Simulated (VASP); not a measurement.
Here is a VASP 6.6.1 calculation.

The input INCAR:

```
SYSTEM = LiH5
PREC     = Accurate       ! precision mode
ENCUT    = 520            ! plane-wave cutoff, eV
EDIFF    = 1E-7           ! SCF threshold, eV
ISMEAR   = 0              ! smearing method
SIGMA    = 0.1            ! smearing width, eV
LREAL    = .False.        ! projectors in reciprocal space
LASPH    = .True.         ! aspherical terms in the spheres
NELM     = 80             ! most SCF steps
ALGO     = Normal         ! electronic algorithm
ISIF     = 2              ! what is computed and relaxed
LWAVE    = .False.        ! write WAVECAR
LCHARG   = .False.        ! write CHGCAR
GGA      = PE             ! functional
NBANDS   = 13             ! bands
```

The input KPOINTS:

```
Automatic mesh
0
Gamma
  6 6 6
  0 0 0
```

The input POSCAR:

```
LiH5
1.0
    4.2582567000      0.0000000000      0.0000000000
   -2.1291283500      3.6877584800      0.0000000000
    0.0000000000      0.0000000000      3.3116752400
Li H
1 5
Direct
    0.0000000000      0.0000000000      0.0739180000
    0.3333333300      0.6666666700      0.0140397600
    0.6666666700      0.3333333300      0.0140397600
    0.5000000000      0.0000000000      0.4660008200
    0.5000000000      0.5000000000      0.4660008200
    0.0000000000      0.5000000000      0.4660008200
```

Potentials or basis: VASP PAW PBE potentials, release 64 (Li_sv, H).

Launch:

```console
$ cat potpaw_PBE.64/Li_sv/POTCAR potpaw_PBE.64/H/POTCAR > POTCAR
$ mpirun -np 1 vasp_std > vasp.out
```

Problem. What does it give for the largest force?

Solution. 0.300 eV/Å.

Problem. Predict the band gap on the k mesh.

Solution. Zero (band 4 reaches -0.15 eV, above the bottom of band 5 at -2.62 eV).

Forces on the atoms (eV/Å):
```
Li   0.000  0.000 -0.060
H    0.000  0.000  0.300
H    0.000  0.000  0.300
H    0.000  0.000 -0.180
H    0.000  0.000 -0.180
H    0.000  0.000 -0.180
```
